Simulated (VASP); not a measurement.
# Pd (Fd-3m) in VASP: a series of runs

The runs below take Pd through single point, with PBE.

All numbers are computed with VASP 6.6.1; they aren't measurements. Logs are shortened: lines on timing, memory, paths and dates and some standing lists are left out, and cuts for length are marked.

### 1 The cell of the first run

Symmetry: Fd-3m, No. 227, cubic system. Conventional cell: a = 4.276 Å, b = 4.276 Å, c = 4.276 Å, α = 90.00°, β = 90.00°, γ = 90.00°. Within 2.5 Å of Pd (site symmetry -43m) lie 4 Pd at 1.85 Å.

### 2 Single point, PBE

Input file INCAR:

```
SYSTEM = Pd
ALGO = Normal ; EDIFF = 1E-7
ENCUT = 520 ; GGA = PE
ISIF = 2 ; ISMEAR = -1
LASPH = .TRUE. ; LCHARG = .FALSE.
LREAL = .FALSE. ; LWAVE = .FALSE.
NBANDS = 17 ; NELM = 80
PREC = Accurate ; SIGMA = 0.1
```

Input file KPOINTS:

```
k-points
0
G
  15 15 15
  0 0 0
```

Input file POSCAR:

```
Pd
1.0
    0.0000000000      2.1380772732      2.1380772732
    2.1380772732      0.0000000000      2.1380772732
    2.1380772732      2.1380772732      0.0000000000
Pd
2
Direct
   -0.1250000000     -0.1250000000     -0.1250000000
    0.1250000000      0.1250000000      0.1250000000
```

Potentials or basis: VASP PAW PBE potentials, release 64 (Pd).

The run is started by

```
cat potpaw_PBE.64/Pd/POTCAR > POTCAR
mpirun -np 1 vasp_std > vasp.out
```

OUTCAR:

```text
SYSTEM = Pd
   EDIFF = 1E-7
   ENCUT = 520
   GGA = PE
   ISIF = 2
   ISMEAR = -1
   LASPH = .TRUE.
   LREAL = .FALSE.
   NELM = 80
   PREC = Accurate

 ion  position               nearest neighbor table
   1  0.875  0.875  0.875-   2 1.85   2 1.85   2 1.85   2 1.85
   2  0.125  0.125  0.125-   1 1.85   1 1.85   1 1.85   1 1.85

  LATTYP: Found a face centered cubic cell.
 ALAT       =     4.2761545464

  Lattice vectors:

 A1 = (   0.0000000000,   2.1380772732,   2.1380772732)
 A2 = (   2.1380772732,   0.0000000000,   2.1380772732)
 A3 = (   2.1380772732,   2.1380772732,   0.0000000000)

Analysis of symmetry for initial positions (statically):
=====================================================================
 Subroutine PRICEL returns:
 Original cell was already a primitive cell.

 Routine SETGRP: Setting up the symmetry group for a
 face centered cubic supercell.

 Subroutine GETGRP returns: Found 48 space group operations
 (whereof 12 operations were pure point group operations)
 out of a pool of 48 trial point group operations.

The static configuration has the point symmetry D_3d.
 The point group associated with its full space group is O_h .

Analysis of symmetry for dynamics (positions and initial velocities):
=====================================================================
 Subroutine PRICEL returns:
 Original cell was already a primitive cell.

 Routine SETGRP: Setting up the symmetry group for a
 face centered cubic supercell.

 Subroutine GETGRP returns: Found 48 space group operations
 (whereof 12 operations were pure point group operations)
 out of a pool of 48 trial point group operations.

The dynamic configuration has the point symmetry D_3d.
 The point group associated with its full space group is O_h .

 Subroutine INISYM returns: Found 48 space group operations
 (whereof 12 operations are pure point group operations),
 and found     1 'primitive' translations

----------------------------------------------------------------------------------------

                                     Primitive cell

  volume of cell :      19.5479

  direct lattice vectors                    reciprocal lattice vectors
     0.000000000  2.138077273  2.138077273    -0.233854972  0.233854972  0.233854972
     2.138077273  0.000000000  2.138077273     0.233854972 -0.233854972  0.233854972
     2.138077273  2.138077273  0.000000000     0.233854972  0.233854972 -0.233854972

  length of vectors
     3.023697877  3.023697877  3.023697877     0.405048692  0.405048692  0.405048692

  position of ions in fractional coordinates (direct lattice)
     0.875000000  0.875000000  0.875000000
     0.125000000  0.125000000  0.125000000

  ion indices of the primitive-cell ions
   primitive index   ion index
                 1           1
                 2           2

----------------------------------------------------------------------------------------

 KPOINTS: k-points

Automatic generation of k-mesh.
 Grid dimensions read from file:
 generate k-points for:   15   15   15

 Generating k-lattice:

  Cartesian coordinates                     Fractional coordinates (reciprocal lattice)
    -0.015590331  0.015590331  0.015590331     0.066666667  0.000000000  0.000000000
     0.015590331 -0.015590331  0.015590331     0.000000000  0.066666667  0.000000000
     0.015590331  0.015590331 -0.015590331     0.000000000  0.000000000  0.066666667

  Length of vectors
     0.027003246  0.027003246  0.027003246

  Shift w.r.t. Gamma in fractional coordinates (k-lattice)
     0.000000000  0.000000000  0.000000000

 Subroutine IBZKPT returns following result:
 ===========================================

 Found    120 irreducible k-points:

 Following reciprocal coordinates:
            Coordinates               Weight
  0.000000  0.000000  0.000000      1.000000
  0.066667  0.000000  0.000000      8.000000
  0.133333  0.000000  0.000000      8.000000
  0.200000  0.000000  0.000000      8.000000
  0.266667  0.000000  0.000000      8.000000
  0.333333  0.000000  0.000000      8.000000
[... 16 lines left out ...]
  0.133333  0.133333  0.000000      6.000000
  0.200000  0.133333  0.000000     24.000000
 [... further k-points ...]
   k-points           NKPTS =    120   k-points in BZ     NKDIM =    120   number of bands    NBANDS=     17
   number of dos      NEDOS =    301   number of ions     NIONS =      2
   total plane-waves  NPLWV =  13824
   dimension x,y,z NGX =    24 NGY =   24 NGZ =   24
   dimension x,y,z NGXF=    48 NGYF=   48 NGZF=   48
   ions per type =               2
   NGX,Y,Z   is equivalent  to a cutoff of  13.20, 13.20, 13.20 a.u.
   NGXF,Y,Z  is equivalent  to a cutoff of  26.39, 26.39, 26.39 a.u.
 SYSTEM =  Pd
   PREC   = accura    normal or accurate (medium, high low for compatibility)
   ISTART =      0    job   : 0-new  1-cont  2-samecut
   ICHARG =      2    charge: 1-file 2-atom 10-const
   ISPIN  =      1    spin polarized calculation?
   LNONCOLLINEAR =      F non collinear calculations
   LSORBIT =      F    spin-orbit coupling
   LASPH  =      T    aspherical Exc in radial PAW
   ENCUT  =  520.0 eV  38.22 Ry    6.18 a.u.   5.62  5.62  5.62*2*pi/ulx,y,z
   NELM   =     80;   NELMIN=  2; NELMDL= -5     # of ELM steps
   EDIFF  = 0.1E-06   stopping-criterion for ELM
   LREAL  =      F    real-space projection
   EDIFFG = 0.1E-05   stopping-criterion for IOM
   NSW    =      0    number of steps for IOM
   IBRION =     -1    ionic relax: 0-MD 1-quasi-New 2-CG
   NFREE  =      0    steps in history (QN), initial steepest desc. (CG)
   ISIF   =      2    stress and relaxation
   ISYM   =      2    0-nonsym 1-usesym 2-fastsym
   POTIM  = 0.5000    time-step for ionic-motion
   TEBEG  =    0.0;   TEEND  =   0.0 temperature during run
   PSTRESS=    0.0 pullay stress
   NELECT =      20.0000    total number of electrons
   NUPDOWN=      -1.0000    fix difference up-down
   EMIN   =  10.00;   EMAX   =-10.00  energy-range for DOS
   EFERMI =   0.00;   METHOD = LEGACY
   ISMEAR =    -1;   SIGMA  =   0.10  broadening in eV -4-tet -1-fermi 0-gaus
   EFERMI_NEDOS =   21; number of points for ismear=-14 and -15
   IALGO  =     38    algorithm
   IMIX   =      4    mixing-type and parameters
     AMIX     =   0.40;   BMIX     =  1.00
     AMIX_MAG =   1.60;   BMIX_MAG =  1.00
  volume/ion in A,a.u.               =       9.77        65.96
  Fermi-wavevector in a.u.,A,eV,Ry     =   1.649623  3.117336 37.024947  2.721257
  Thomas-Fermi vector in A             =   2.738711
   LORBIT       =      0    0 simple, 1 ext, 2 COOP (PROOUT), +10 PAW based schemes
   GGA     = PE    functional components
   LHFCALC =     F    Hartree Fock is set to
   AEXX    =    0.0000 exact exchange contribution
   IVDW    =     0    specifies the selected vdW correction
   LEPSILON=     F    determine dielectric tensor
   LRPA    =     F    only Hartree local field effects (RPA)
 non-spin polarized calculation
  energy-cutoff  :      520.00
  volume of cell :       19.55
 maximum number of plane-waves:       535
   NGX = 11   NGY = 11   NGZ = 11

 number of electron      19.9999996 magnetization

 Free energy of the ion-electron system (eV)
  ---------------------------------------------------
  ext. energy  EPLUGINS =         0.00000000
  ---------------------------------------------------
  free energy    TOTEN  =        13.03691877 eV

  energy without entropy =       13.08820951  energy(sigma->0) =       13.06256414

 E-fermi :  20.4273     XC(G=0): -15.5407

 val. band max:       20.4216740121   @ k =  -0.4000   0.2000   0.0000
 cond. band min:      20.4278234844   @ k =   0.4667   0.1333   0.0667
 fundamental gap:      0.0061494723
 Fermi energy:        20.4272659516

 k-point     1 :       0.0000    0.0000    0.0000
  band No.  band energies     occupation
      1       8.2553      2.00000
      2       8.2553      2.00000
      3       8.9271      2.00000
      4      10.5302      2.00000
      5      10.5302      2.00000
      6      10.5302      2.00000
[... 9 lines left out ...]
     16      39.8384      0.00000
     17      42.5348      0.00000

 k-point     2 :       0.0667    0.0000    0.0000
  band No.  band energies     occupation
      1       8.1893      2.00000
      2       8.1893      2.00000
      3       9.0711      2.00000
      4      10.5107      2.00000
      5      10.6521      2.00000
      6      10.6521      2.00000
[... 9 lines left out ...]
     16      39.7583      0.00000
     17      41.6828      0.00000

 k-point     3 :       0.1333    0.0000    0.0000
  band No.  band energies     occupation
      1       8.0605      2.00000
      2       8.0605      2.00000
      3       9.3884      2.00000
      4      10.5717      2.00000
      5      10.9090      2.00000
      6      10.9090      2.00000
[... 9 lines left out ...]
     16      38.7048      0.00000
     17      41.6475      0.00000

 k-point     4 :       0.2000    0.0000    0.0000
  band No.  band energies     occupation
      1       7.9780      2.00000
      2       7.9780      2.00000
      3       9.4866      2.00000
      4      11.0814      2.00000
      5      11.0814      2.00000
      6      11.1055      2.00000
[... 9 lines left out ...]
     16      40.1825      0.00000
     17      40.7872      0.00000

 k-point     5 :       0.2667    0.0000    0.0000
  band No.  band energies     occupation
      1       8.0072      2.00000
      2       8.0072      2.00000
      3       9.3123      2.00000
      4      10.9940      2.00000
      5      10.9940      2.00000
      6      12.0725      2.00000
[... 9 lines left out ...]
     16      39.9061      0.00000
     17      39.9061      0.00000

 k-point     6 :       0.3333    0.0000    0.0000
  band No.  band energies     occupation
      1       8.1742      2.00000
      2       8.1742      2.00000
      3       9.0795      2.00000
      4      10.6325      2.00000
      5      10.6325      2.00000
      6      12.6567      2.00000
[... 9 lines left out ...]
     16      39.1620      0.00000
     17      39.1620      0.00000

 k-point     7 :       0.4000    0.0000    0.0000
  band No.  band energies     occupation
      1       8.4773      2.00000
      2       8.4773      2.00000
      3       8.8861      2.00000
      4      10.1123      2.00000
      5      10.1123      2.00000
      6      12.5252      2.00000
[... 9 lines left out ...]
     16      38.6632      0.00000
     17      38.6632      0.00000

 k-point     8 :       0.4667    0.0000    0.0000
  band No.  band energies     occupation
      1       8.7786      2.00000
      2       8.8661      2.00000
      3       8.8661      2.00000
      4       9.5885      2.00000
      5       9.5885      2.00000
      6      12.3674      2.00000
[... 9 lines left out ...]
     16      38.4550      0.00000
     17      38.4550      0.00000
[... 203 lines left out ...]
      1       7.7099      2.00000
      2       8.3970      2.00000
      3       9.0810      2.00000
      4      10.6198      2.00000
      5      11.4462      2.00000
      6      12.4616      2.00000
[... 9 lines left out ...]
     16      38.8023      0.00000
     17      39.8375      0.00000

 k-point    20 :      -0.2000    0.0667    0.0000
  band No.  band energies     occupation
      1       7.6625      2.00000
      2       8.2972      2.00000
      3       9.3701      2.00000
      4      10.7903      2.00000
      5      11.4748      2.00000
      6      11.5747      2.00000
[... 9 lines left out ...]
     16      38.8801      0.00000
     17      41.3440      0.00000

 k-point    21 :      -0.1333    0.0667    0.0000
  band No.  band energies     occupation
      1       7.7554      2.00000
      2       8.2741      2.00000
      3       9.4986      2.00000
      4      10.6911      2.00000
      5      10.7702      2.00000
      6      11.3687      2.00000
[... 9 lines left out ...]
     16      38.8852      0.00000
     17      40.1003      0.00000

 k-point    22 :      -0.0667    0.0667    0.0000
  band No.  band energies     occupation
      1       7.9546      2.00000
      2       8.2696      2.00000
      3       9.2817      2.00000
      4      10.4996      2.00000
      5      10.6416      2.00000
      6      10.9928      2.00000
[... 9 lines left out ...]
     16      39.3358      0.00000
     17      40.6712      0.00000

 k-point    23 :       0.1333    0.1333    0.0000
  band No.  band energies     occupation
      1       7.5016      2.00000
      2       8.6443      2.00000
      3       9.6889      2.00000
      4      10.4048      2.00000
      5      10.4048      2.00000
      6      11.6124      2.00000
[... 9 lines left out ...]
     16      39.9400      0.00000
     17      39.9450      0.00000

 k-point    24 :       0.2000    0.1333    0.0000
  band No.  band energies     occupation
      1       7.2865      2.00000
      2       8.7858      2.00000
      3       9.8165      2.00000
      4      10.3871      2.00000
      5      10.6566      2.00000
      6      12.0363      2.00000
[... 9 lines left out ...]
     16      39.4894      0.00000
     17      40.2138      0.00000

 [... further k-points ...]
[... 5 lines left out ...]
  --------------------------------------------------------------------------------------
  -------------------------------------------------------------------------------------
  Total       62.1422136     62.1422136     62.1422136      0.0000000      0.0000000      0.0000000
  in kB     5093.2748698   5093.2748698   5093.2748698      0.0000000      0.0000000      0.0000000
  external PRESSURE =    5093.2748698 kB  Pullay stress =       0.0000000 kB

 VOLUME and BASIS-vectors are now :
 -----------------------------------------------------------------------------
  energy-cutoff  :      520.00
  volume of cell :       19.55
      direct lattice vectors                 reciprocal lattice vectors
     0.000000000  2.138077273  2.138077273    -0.233854972  0.233854972  0.233854972
     2.138077273  0.000000000  2.138077273     0.233854972 -0.233854972  0.233854972
     2.138077273  2.138077273  0.000000000     0.233854972  0.233854972 -0.233854972

 POSITION                                       TOTAL-FORCE (eV/Angst)
 -----------------------------------------------------------------------------------
      3.74164      3.74164      3.74164        -0.000000     -0.000000     -0.000000
      0.53452      0.53452      0.53452         0.000000      0.000000      0.000000
 -----------------------------------------------------------------------------------
    total drift:                                0.000000      0.000000      0.000000

  FREE ENERGIE OF THE ION-ELECTRON SYSTEM (eV)
  ---------------------------------------------------
  free  energy   TOTEN  =        13.0369187694 eV

  energy  without entropy=       13.0882095100  energy(sigma->0) =       13.06256414
```

Run time: 34 s. Hardware: 1 thread of AMD EPYC 7R43 (Zen 3), shared host; peak memory 0.13 GiB.

What came out:

- Free energy: 13.0369 eV
- Pressure: 509.3 GPa
- Band gap on the k mesh: zero (band 10 reaches 20.83 eV, above the bottom of band 11 at 19.44 eV)

Levels at points of the mesh, in eV from the Fermi level:
```tsv
k point	band 7	band 8	band 9	band 10	band 11	band 12	band 13	band 14
(0.00, 0.00, 0.00)	-4.73	-4.73	-4.73	0.27	0.27	13.57	13.97	13.97
```

(Continued in part 2 of 2.)
